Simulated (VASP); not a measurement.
# Pd (I4/mmm) in VASP: further runs, part 2 of 2

VASP 6.6.1. The steps go on from the part before.

## (3) Single point, PBEsol (uniaxial strain along c: +1.0 %)

The input, INCAR:

```
  PREC = Accurate
  ENCUT = 520
  EDIFF = 1E-6
  ISMEAR = 0
  SIGMA = 0.1
  LREAL = F
  LASPH = T
  NELM = 100
  ALGO = Fast
  ISIF = 2
  LWAVE = F
  LCHARG = T
  GGA = PS
  LELF = T
  LVHAR = T
  NBANDS = 17
```

The input, KPOINTS:

```
regular mesh
0
Gamma
  14 14 14
```

The input, POSCAR:

```
Pd
1.0
    3.0759097137      0.0000000000      0.0000000000
    0.0000000000      3.0759097137      0.0000000000
    0.0000000000      0.0000000000      3.1144549482
Pd
2
Direct
    0.0000000000      0.0000000000      0.0000000000
    0.5000000000      0.5000000000      0.5000000000
```

Potentials or basis: VASP PAW PBE potentials, release 64 (Pd).

Command:

```sh
$ cat potpaw_PBE.64/Pd/POTCAR > POTCAR
$ mpirun -np 1 vasp_std > vasp.out
```

OUTCAR:

```text
PREC = Accurate
   ENCUT = 520
   EDIFF = 1E-6
   ISMEAR = 0
   LREAL = F
   LASPH = T
   NELM = 100
   ISIF = 2
   GGA = PS

 ion  position               nearest neighbor table
   1  0.000  0.000  0.000-   2 2.67   2 2.67   2 2.67   2 2.67   2 2.67   2 2.67   2 2.67   2 2.67

   2  0.500  0.500  0.500-   1 2.67   1 2.67   1 2.67   1 2.67   1 2.67   1 2.67   1 2.67   1 2.67

  LATTYP: Found a simple tetragonal cell.
 ALAT       =     3.0759097137
 C/A-ratio  =     1.0125313283

  Lattice vectors:

 A1 = (   3.0759097137,   0.0000000000,   0.0000000000)
 A2 = (   0.0000000000,   3.0759097137,   0.0000000000)
 A3 = (   0.0000000000,   0.0000000000,   3.1144549482)

Analysis of symmetry for initial positions (statically):
=====================================================================
 Subroutine PRICEL returns following result:

  LATTYP: Found a body centered tetragonal cell.
 ALAT       =     3.0759097137
 C/A-ratio  =     1.0125313283

  Lattice vectors:

 A1 = (  -1.5379548569,  -1.5379548569,  -1.5572274741)
 A2 = (   1.5379548569,   1.5379548569,  -1.5572274741)
 A3 = (   1.5379548569,  -1.5379548568,   1.5572274741)

   2 primitive cells build up your supercell.

 Routine SETGRP: Setting up the symmetry group for a
 simple tetragonal supercell.

 Subroutine GETGRP returns: Found 16 space group operations
 (whereof 16 operations were pure point group operations)
 out of a pool of 16 trial point group operations.

The static configuration has the point symmetry D_4h.

Analysis of symmetry for dynamics (positions and initial velocities):
=====================================================================
 Subroutine PRICEL returns following result:

  LATTYP: Found a body centered tetragonal cell.
 ALAT       =     3.0759097137
 C/A-ratio  =     1.0125313283

  Lattice vectors:

 A1 = (  -1.5379548569,  -1.5379548569,  -1.5572274741)
 A2 = (   1.5379548569,   1.5379548569,  -1.5572274741)
 A3 = (   1.5379548569,  -1.5379548568,   1.5572274741)

   2 primitive cells build up your supercell.

 Routine SETGRP: Setting up the symmetry group for a
 simple tetragonal supercell.

 Subroutine GETGRP returns: Found 16 space group operations
 (whereof 16 operations were pure point group operations)
 out of a pool of 16 trial point group operations.

The dynamic configuration has the point symmetry D_4h.

 Subroutine INISYM returns: Found 16 space group operations
 (whereof 16 operations are pure point group operations),
 and found     2 'primitive' translations

----------------------------------------------------------------------------------------

                                     Primitive cell

  volume of cell :      14.7333

  direct lattice vectors                    reciprocal lattice vectors
    -1.537954857 -1.537954857 -1.557227474     0.000000000 -0.325107072 -0.321083469
     1.537954857  1.537954857 -1.557227474     0.325107072  0.000000000 -0.321083469
[... 28 lines left out ...]
     0.023221934  0.023221934  0.022934534

  Shift w.r.t. Gamma in fractional coordinates (k-lattice)
     0.000000000  0.000000000  0.000000000

 Subroutine IBZKPT returns following result:
 ===========================================

 Found    288 irreducible k-points:

 Following reciprocal coordinates:
            Coordinates               Weight
  0.000000  0.000000  0.000000      1.000000
  0.071429  0.000000  0.000000      4.000000
  0.142857  0.000000  0.000000      4.000000
  0.214286  0.000000  0.000000      4.000000
  0.285714  0.000000  0.000000      4.000000
  0.357143  0.000000  0.000000      4.000000
[... 16 lines left out ...]
  0.285714  0.214286  0.000000      8.000000
  0.357143  0.214286  0.000000      8.000000
 [... further k-points ...]
   k-points           NKPTS =    288   k-points in BZ     NKDIM =    288   number of bands    NBANDS=     17
   number of dos      NEDOS =    301   number of ions     NIONS =      2
   total plane-waves  NPLWV =  13824
   dimension x,y,z NGX =    24 NGY =   24 NGZ =   24
   dimension x,y,z NGXF=    48 NGYF=   48 NGZF=   48
   ions per type =               2
   NGX,Y,Z   is equivalent  to a cutoff of  12.97, 12.97, 12.81 a.u.
   NGXF,Y,Z  is equivalent  to a cutoff of  25.94, 25.94, 25.62 a.u.
 SYSTEM =  unknown system
   PREC   = accura    normal or accurate (medium, high low for compatibility)
   ISTART =      0    job   : 0-new  1-cont  2-samecut
   ICHARG =      2    charge: 1-file 2-atom 10-const
   ISPIN  =      1    spin polarized calculation?
   LNONCOLLINEAR =      F non collinear calculations
   LSORBIT =      F    spin-orbit coupling
   LASPH  =      T    aspherical Exc in radial PAW
   ENCUT  =  520.0 eV  38.22 Ry    6.18 a.u.   5.72  5.72  5.79*2*pi/ulx,y,z
   NELM   =    100;   NELMIN=  2; NELMDL= -5     # of ELM steps
   EDIFF  = 0.1E-05   stopping-criterion for ELM
   LREAL  =      F    real-space projection
   EDIFFG = 0.1E-04   stopping-criterion for IOM
   NSW    =      0    number of steps for IOM
   IBRION =     -1    ionic relax: 0-MD 1-quasi-New 2-CG
   NFREE  =      0    steps in history (QN), initial steepest desc. (CG)
   ISIF   =      2    stress and relaxation
   ISYM   =      2    0-nonsym 1-usesym 2-fastsym
   POTIM  = 0.5000    time-step for ionic-motion
   TEBEG  =    0.0;   TEEND  =   0.0 temperature during run
   PSTRESS=    0.0 pullay stress
   NELECT =      20.0000    total number of electrons
   NUPDOWN=      -1.0000    fix difference up-down
   EMIN   =  10.00;   EMAX   =-10.00  energy-range for DOS
   EFERMI =   0.00;   METHOD = LEGACY
   ISMEAR =     0;   SIGMA  =   0.10  broadening in eV -4-tet -1-fermi 0-gaus
   EFERMI_NEDOS =   21; number of points for ismear=-14 and -15
   IALGO  =     68    algorithm
   IMIX   =      4    mixing-type and parameters
     AMIX     =   0.40;   BMIX     =  1.00
     AMIX_MAG =   1.60;   BMIX_MAG =  1.00
  volume/ion in A,a.u.               =      14.73        99.43
  Fermi-wavevector in a.u.,A,eV,Ry     =   1.438716  2.718779 28.162752  2.069904
  Thomas-Fermi vector in A             =   2.557652
   LORBIT       =      0    0 simple, 1 ext, 2 COOP (PROOUT), +10 PAW based schemes
   GGA     = PS    functional components
   LHFCALC =     F    Hartree Fock is set to
   AEXX    =    0.0000 exact exchange contribution
   IVDW    =     0    specifies the selected vdW correction
   LEPSILON=     F    determine dielectric tensor
   LRPA    =     F    only Hartree local field effects (RPA)
 non-spin polarized calculation
 RMM-DIIS sequential band-by-band and
 Gauss-broadening in eV      SIGMA  =   0.10
  energy-cutoff  :      520.00
  volume of cell :       29.47
 maximum number of plane-waves:       812
 NGX is ok and might be reduce to    24
   NGX = 11   NGY = 11   NGZ = 11

 number of electron      20.0000005 magnetization

 Free energy of the ion-electron system (eV)
  ---------------------------------------------------
  ext. energy  EPLUGINS =         0.00000000
  ---------------------------------------------------
  free energy    TOTEN  =       -11.81534988 eV

  energy without entropy =      -11.80093551  energy(sigma->0) =      -11.80814269

 E-fermi :   9.6328     XC(G=0): -13.3817

 val. band max:        9.6290835007   @ k =   0.0714   0.0714   0.4286
 cond. band min:       9.6363504308   @ k =   0.4286   0.0714   0.5000
 fundamental gap:      0.0072669301
 Fermi energy:         9.6327951819

 k-point     1 :       0.0000    0.0000    0.0000
  band No.  band energies     occupation
      1       2.3983      2.00000
      2       4.3474      2.00000
      3       4.3565      2.00000
      4       6.6301      2.00000
      5       6.6301      2.00000
      6       6.7174      2.00000
[... 457 lines left out ...]
      4       6.1724      2.00000
      5       6.7626      2.00000
      6       7.1114      2.00000
[... 9 lines left out ...]
     16      25.9709      0.00000
     17      26.7597      0.00000

 [... further k-points ...]

------------------------ aborting loop because EDIFF is reached ----------------------------------------

  FORCE on cell =-STRESS in cart. coord.  units (eV):
  Direction    XX          YY          ZZ          XY          YZ          ZX
  --------------------------------------------------------------------------------------
  -------------------------------------------------------------------------------------
  Total       -0.2744297     -0.2744297     -0.1108162      0.0000000      0.0000000      0.0000000
  in kB      -14.9214996    -14.9214996     -6.0253817      0.0000000      0.0000000      0.0000000
  external PRESSURE =     -11.9561270 kB  Pullay stress =       0.0000000 kB

 VOLUME and BASIS-vectors are now :
 -----------------------------------------------------------------------------
  energy-cutoff  :      520.00
  volume of cell :       29.47
      direct lattice vectors                 reciprocal lattice vectors
     3.075909714  0.000000000  0.000000000     0.325107072  0.000000000  0.000000000
     0.000000000  3.075909714  0.000000000     0.000000000  0.325107072  0.000000000
     0.000000000  0.000000000  3.114454948     0.000000000  0.000000000  0.321083469

 POSITION                                       TOTAL-FORCE (eV/Angst)
 -----------------------------------------------------------------------------------
      0.00000      0.00000      0.00000         0.000000     -0.000000      0.000000
      1.53795      1.53795      1.55723        -0.000000      0.000000     -0.000000
 -----------------------------------------------------------------------------------
    total drift:                                0.000000      0.000000     -0.000000

  FREE ENERGIE OF THE ION-ELECTRON SYSTEM (eV)
  ---------------------------------------------------
  free  energy   TOTEN  =       -11.8153498823 eV

  energy  without entropy=      -11.8009355064  energy(sigma->0) =      -11.80814269
```

OSZICAR:

```text
N       E                     dE             d eps       ncg     rms          rms(c)
DAV:   1     0.108853382731E+03    0.10885E+03   -0.10032E+04  9792   0.114E+03
DAV:   2    -0.106933063320E+02   -0.11955E+03   -0.11327E+03 10417   0.255E+02
DAV:   3    -0.125362183488E+02   -0.18429E+01   -0.18312E+01 11685   0.351E+01
DAV:   4    -0.125488798213E+02   -0.12661E-01   -0.12660E-01 11797   0.287E+00
DAV:   5    -0.125490729699E+02   -0.19315E-03   -0.19315E-03 11810   0.356E-01    0.117E+01
RMM:   6    -0.118476381097E+02    0.70143E+00   -0.13737E+00  9817   0.949E+00    0.525E+00
RMM:   7    -0.118236374739E+02    0.24001E-01   -0.28578E-02 10428   0.148E+00    0.270E+00
RMM:   8    -0.118153817198E+02    0.82558E-02   -0.42828E-03 10838   0.576E-01    0.135E-01
RMM:   9    -0.118153341812E+02    0.47539E-04   -0.50485E-04 11566   0.175E-01    0.353E-02
RMM:  10    -0.118153469583E+02   -0.12777E-04   -0.11124E-04 11569   0.695E-02    0.165E-02
RMM:  11    -0.118153498634E+02   -0.29051E-05   -0.29748E-05 11498   0.382E-02    0.278E-02
RMM:  12    -0.118153495558E+02    0.30761E-06   -0.14961E-05 10701   0.293E-02    0.308E-03
RMM:  13    -0.118153498823E+02   -0.32655E-06   -0.40208E-06  7712   0.108E-02
   1 F= -.11815350E+02 E0= -.11808143E+02  d E =-.144144E-01
```

It took 1.9 min on 1 thread of Intel Xeon 8259CL, shared host; peak memory 0.23 GiB.

What came out:

- Free energy: -11.8153 eV
- Pressure: -1.2 GPa
- Band gap on the k mesh: zero (bands 10 and 11 overlap by 1.09 eV)

Caveat: the cell differs from its parent crystal (uniaxial strain along c: +1.0 %); the PAW data sets were made with another functional, which shifts forces and pressure a little.
